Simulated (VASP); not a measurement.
# Sn in VASP: a series of runs

The runs below take Sn through single point, with PBE+D3(BJ).

Everything below comes from runs of VASP 6.6.1. Logs are shortened: lines on timing, memory, paths and dates and some standing lists are left out, and cuts for length are marked.

**1. The cell of the first run**

The typed cell holds 1 atom: a = 3.411 Å, b = 3.411 Å, c = 3.411 Å, α = 118.10°, β = 118.09°, γ = 93.33°.

**2. Single point, PBE+D3(BJ) (strain +0.000 along x and y, +0.080 along z)**

File INCAR:

```
PREC     = Accurate       # precision mode
ENCUT    = 520            # plane-wave cutoff, eV
EDIFF    = 1E-6           # SCF threshold, eV
ISMEAR   = 0              # smearing method
SIGMA    = 0.15           # smearing width, eV
LREAL    = False          # projectors in reciprocal space
LASPH    = True           # aspherical terms in the spheres
NELM     = 60             # most SCF steps
ALGO     = Fast           # electronic algorithm
ISIF     = 2              # what is computed and relaxed
LWAVE    = False          # write WAVECAR
LCHARG   = False          # write CHGCAR
GGA      = PE             # functional
IVDW     = 12             # dispersion correction
NBANDS   = 13             # bands
```

File KPOINTS:

```
regular mesh
0
Gamma
  24 24 24
```

File POSCAR:

```
Sn
1.0
   -1.7544065422      1.7546136957      2.3408900071
    1.7544065422     -1.7546136957      2.3408900071
    1.7544065422      1.7546136957     -2.3408900071
Sn
1
Direct
    0.0000000000      0.0000000000      0.0000000000
```

Potentials or basis: VASP PAW PBE potentials, release 64 (Sn_d).

On the command line:

```bash
$ cat potpaw_PBE.64/Sn_d/POTCAR > POTCAR
$ mpirun -np 1 vasp_std > vasp.out
```

OUTCAR:

```text
PREC = Accurate
   ENCUT = 520
   EDIFF = 1E-6
   ISMEAR = 0
   LREAL = False
   LASPH = True
   NELM = 60
   ISIF = 2
   GGA = PE
   IVDW = 12
 IVDW          = 12

 ion  position               nearest neighbor table
   1  0.000  0.000  0.000-

  LATTYP: Found a body centered orthorhombic cell.
 ALAT       =     3.5088130844
 B/A-ratio  =     1.0001180761
 C/A-ratio  =     1.3342916541

  Lattice vectors:

 A1 = (  -1.7544065422,   1.7546136957,   2.3408900071)
 A2 = (   1.7544065422,  -1.7546136957,   2.3408900071)
 A3 = (   1.7544065422,   1.7546136957,  -2.3408900071)

Analysis of symmetry for initial positions (statically):
=====================================================================
 Subroutine PRICEL returns:
 Original cell was already a primitive cell.

 Routine SETGRP: Setting up the symmetry group for a
 body centered orthorhombic supercell.

 Subroutine GETGRP returns: Found  8 space group operations
 (whereof  8 operations were pure point group operations)
 out of a pool of  8 trial point group operations.

The static configuration has the point symmetry D_2h.

Analysis of symmetry for dynamics (positions and initial velocities):
=====================================================================
 Subroutine PRICEL returns:
 Original cell was already a primitive cell.

 Routine SETGRP: Setting up the symmetry group for a
 body centered orthorhombic supercell.

 Subroutine GETGRP returns: Found  8 space group operations
 (whereof  8 operations were pure point group operations)
 out of a pool of  8 trial point group operations.

The dynamic configuration has the point symmetry D_2h.

 Subroutine INISYM returns: Found  8 space group operations
 (whereof  8 operations are pure point group operations),
 and found     1 'primitive' translations

----------------------------------------------------------------------------------------

                                     Primitive cell

  volume of cell :      28.8239

  direct lattice vectors                    reciprocal lattice vectors
    -1.754406542  1.754613696  2.340890007     0.000000000  0.284963010  0.213593974
     1.754406542 -1.754613696  2.340890007     0.284996657  0.000000000  0.213593974
     1.754406542  1.754613696 -2.340890007     0.284996657  0.284963010  0.000000000

  length of vectors
     3.411213503  3.411213503  3.411213503     0.356126807  0.356153732  0.403022346
[... 86 lines left out ...]
   ISYM   =      2    0-nonsym 1-usesym 2-fastsym
   POTIM  = 0.5000    time-step for ionic-motion
   TEBEG  =    0.0;   TEEND  =   0.0 temperature during run
   PSTRESS=    0.0 pullay stress
   NELECT =      14.0000    total number of electrons
   NUPDOWN=      -1.0000    fix difference up-down
   EMIN   =  10.00;   EMAX   =-10.00  energy-range for DOS
   EFERMI =   0.00;   METHOD = LEGACY
   ISMEAR =     0;   SIGMA  =   0.15  broadening in eV -4-tet -1-fermi 0-gaus
   EFERMI_NEDOS =   21; number of points for ismear=-14 and -15
   IALGO  =     68    algorithm
   IMIX   =      4    mixing-type and parameters
     AMIX     =   0.40;   BMIX     =  1.00
     AMIX_MAG =   1.60;   BMIX_MAG =  1.00
  volume/ion in A,a.u.               =      28.82       194.51
  Fermi-wavevector in a.u.,A,eV,Ry     =   1.286866  2.431824 22.531569  1.656024
  Thomas-Fermi vector in A             =   2.418915
   LORBIT       =      0    0 simple, 1 ext, 2 COOP (PROOUT), +10 PAW based schemes
   GGA     = PE    functional components
   LHFCALC =     F    Hartree Fock is set to
   AEXX    =    0.0000 exact exchange contribution
   IVDW    =    12    specifies the selected vdW correction
   LEPSILON=     F    determine dielectric tensor
   LRPA    =     F    only Hartree local field effects (RPA)
 non-spin polarized calculation
 RMM-DIIS sequential band-by-band and
 Gauss-broadening in eV      SIGMA  =   0.15
  energy-cutoff  :      520.00
  volume of cell :       28.82
 maximum number of plane-waves:       797
 NGX is ok and might be reduce to    28
   NGX = 13   NGY = 13   NGZ = 13

 number of electron      13.9999994 magnetization

 Free energy of the ion-electron system (eV)
  ---------------------------------------------------
  ext. energy  EPLUGINS =         0.00000000
  ---------------------------------------------------
  free energy    TOTEN  =        -3.78473133 eV

  energy without entropy =       -3.77872493  energy(sigma->0) =       -3.78172813

 E-fermi :   7.4736     XC(G=0): -10.0912

 val. band max:        7.4676045839   @ k =   0.2500   0.2500   0.0000
 cond. band min:       7.4736600890   @ k =  -0.2917  -0.2917   0.0833
 fundamental gap:      0.0060555051
 Fermi energy:         7.4736458737

 k-point     1 :       0.0000    0.0000    0.0000
  band No.  band energies     occupation
      1     -14.1044      2.00000
      2     -14.1043      2.00000
      3     -14.0759      2.00000
      4     -14.0501      2.00000
      5     -14.0149      2.00000
      6      -3.2737      2.00000
      7      14.6141      0.00000
      8      14.7096      0.00000
      9      14.7119      0.00000
     10      18.0215      0.00000
     11      18.8700      0.00000
     12      18.8728      0.00000
     13      19.1378      0.00000
[... 354 lines left out ...]
  band No.  band energies     occupation
      1     -14.1017      2.00000
      2     -14.0909      2.00000
      3     -14.0722      2.00000
      4     -13.9798      2.00000
      5     -13.9657      2.00000
      6       0.2189      2.00000
      7       3.8899      2.00000
      8      12.1509      0.00000
      9      13.2541      0.00000
     10      16.9723      0.00000
     11      17.1443      0.00000
     12      18.3627      0.00000
     13      18.8331      0.00000

 [... further k-points ...]

------------------------ aborting loop because EDIFF is reached ----------------------------------------

 Edisp (eV)   -0.36291

 E8    (eV) :    -0.1743

  FORCE on cell =-STRESS in cart. coord.  units (eV):
  Direction    XX          YY          ZZ          XY          YZ          ZX
  --------------------------------------------------------------------------------------
  -------------------------------------------------------------------------------------
  Total      -0.60953    -0.61005    -0.56570     0.00000     0.00000     0.00000
  in kB     -33.88059   -33.90947   -31.44444     0.00000     0.00000     0.00000
  external pressure =      -33.08 kB  Pullay stress =        0.00 kB

 VOLUME and BASIS-vectors are now :
 -----------------------------------------------------------------------------
  energy-cutoff  :      520.00
  volume of cell :       28.82
      direct lattice vectors                 reciprocal lattice vectors
    -1.754406542  1.754613696  2.340890007     0.000000000  0.284963010  0.213593974
     1.754406542 -1.754613696  2.340890007     0.284996657  0.000000000  0.213593974
     1.754406542  1.754613696 -2.340890007     0.284996657  0.284963010  0.000000000

 POSITION                                       TOTAL-FORCE (eV/Angst)
 -----------------------------------------------------------------------------------
      0.00000      0.00000      0.00000         0.000000     -0.000000      0.000000
 -----------------------------------------------------------------------------------
    total drift:                                0.000000      0.000000      0.000000

  FREE ENERGIE OF THE ION-ELECTRON SYSTEM (eV)
  ---------------------------------------------------
  free  energy   TOTEN  =        -4.1476401815 eV

  energy  without entropy=       -4.1416337810  energy(sigma->0) =       -4.14463698
```

OSZICAR:

```text
N       E                     dE             d eps       ncg     rms          rms(c)
DAV:   1     0.808970530682E+02    0.80897E+02   -0.71893E+03 52448   0.157E+03
DAV:   2     0.198821312357E+01   -0.78909E+02   -0.76464E+02 54048   0.339E+02
DAV:   3    -0.367167730053E+01   -0.56599E+01   -0.56392E+01 60801   0.738E+01
DAV:   4    -0.379117885650E+01   -0.11950E+00   -0.11947E+00 62159   0.115E+01
DAV:   5    -0.379535709377E+01   -0.41782E-02   -0.41781E-02 67929   0.209E+00    0.117E+00
RMM:   6    -0.378727421496E+01    0.80829E-02   -0.79298E-03 64422   0.114E+00    0.674E-01
RMM:   7    -0.378475828070E+01    0.25159E-02   -0.65274E-03 63822   0.930E-01    0.862E-02
RMM:   8    -0.378469407060E+01    0.64210E-04   -0.78935E-04 70530   0.433E-01    0.284E-02
RMM:   9    -0.378472745162E+01   -0.33381E-04   -0.30732E-04 75789   0.174E-01    0.173E-02
RMM:  10    -0.378472858904E+01   -0.11374E-05   -0.53533E-05 70569   0.111E-01    0.125E-03
RMM:  11    -0.378473103208E+01   -0.24430E-05   -0.30451E-05 80702   0.522E-02    0.452E-03
RMM:  12    -0.378473132664E+01   -0.29455E-06   -0.22990E-06 44705   0.168E-02
   1 F= -.41476402E+01 E0= -.41446370E+01  d E =-.600640E-02
```

Wall time 17 min (1 thread of Oxide Virtual Turin-like, shared host); peak memory 0.71 GiB.

What came out:

```
Free energy                : -4.1476 eV
Pressure                   : -3.3 GPa
Band gap on the k mesh     : zero (bands 7 and 8 overlap by 9.09 eV)
Dispersion energy per atom : -0.363 eV
```

Caveat: the cell differs from its parent crystal (strain +0.000 along x and y, +0.080 along z); the cell stands under tension; spin-orbit coupling is left out, which moves the levels of the heavy elements.

**3. Single point, PBE+D3(BJ) (strain +0.080 along x and y, +0.080 along z)**

File INCAR:

```
PREC = Accurate ; ENCUT = 520
EDIFF = 1E-6 ; ISMEAR = 0
SIGMA = 0.15 ; LREAL = False
LASPH = True ; NELM = 80
ALGO = Fast ; ISIF = 2
LWAVE = False ; LCHARG = True
GGA = PE ; IVDW = 12
LELF = True ; LVHAR = True
NBANDS = 13
```

File KPOINTS:

```
Automatic mesh
0
Gamma
  24 24 24
```

File POSCAR:

```
Sn
1.0
   -1.8947590656      1.8949827914      2.3408900071
    1.8947590656     -1.8949827914      2.3408900071
    1.8947590656      1.8949827914     -2.3408900071
Sn
1
Direct
    0.0000000000      0.0000000000      0.0000000000
```

Potentials or basis: VASP PAW PBE potentials, release 64 (Sn_d).

On the command line:

```bash
$ cat potpaw_PBE.64/Sn_d/POTCAR > POTCAR
$ mpirun -np 1 vasp_std > vasp.out
```

Run time: 14 min. Hardware: 1 thread of Oxide Virtual Turin-like, shared host; peak memory 0.79 GiB.

Results (log left out):

| Item | Value |
| --- | --- |
| Free energy | -4.0473 eV |
| Pressure | -6.1 GPa |
| Band gap on the k mesh | zero (bands 7 and 8 overlap by 7.66 eV) |
| Dispersion energy per atom | -0.380 eV |

Stress tensor (GPa, compression positive):
```
-6.33  0.00  0.00
 0.00 -6.33  0.00
 0.00  0.00 -5.76
```

Levels at points of the mesh, in eV from the Fermi level:
| k point | band 4 | band 5 | band 6 | band 7 | band 8 | band 9 | band 10 | band 11 |
| --- | --- | --- | --- | --- | --- | --- | --- | --- |
| (0.00, 0.00, 0.00) | -21.51 | -21.48 | -9.77 | 5.96 | 6.12 | 6.12 | 10.48 | 10.57 |
| (0.50, 0.00, 0.00) | -21.47 | -21.45 | -6.51 | -3.60 | 3.79 | 5.15 | 7.86 | 8.73 |
| (0.00, 0.50, 0.00) | -21.47 | -21.45 | -6.51 | -3.60 | 3.79 | 5.14 | 7.86 | 8.73 |
| (0.50, 0.50, 0.00) | -21.47 | -21.44 | -5.63 | -3.12 | 1.98 | 2.78 | 5.45 | 6.01 |
| (0.50, 0.50, 0.50) | -21.45 | -21.45 | -4.29 | -2.07 | 0.88 | 0.88 | 4.03 | 4.76 |

Caveat: the cell differs from its parent crystal (strain +0.080 along x and y, +0.080 along z); the cell stands under tension; spin-orbit coupling is left out, which moves the levels of the heavy elements.
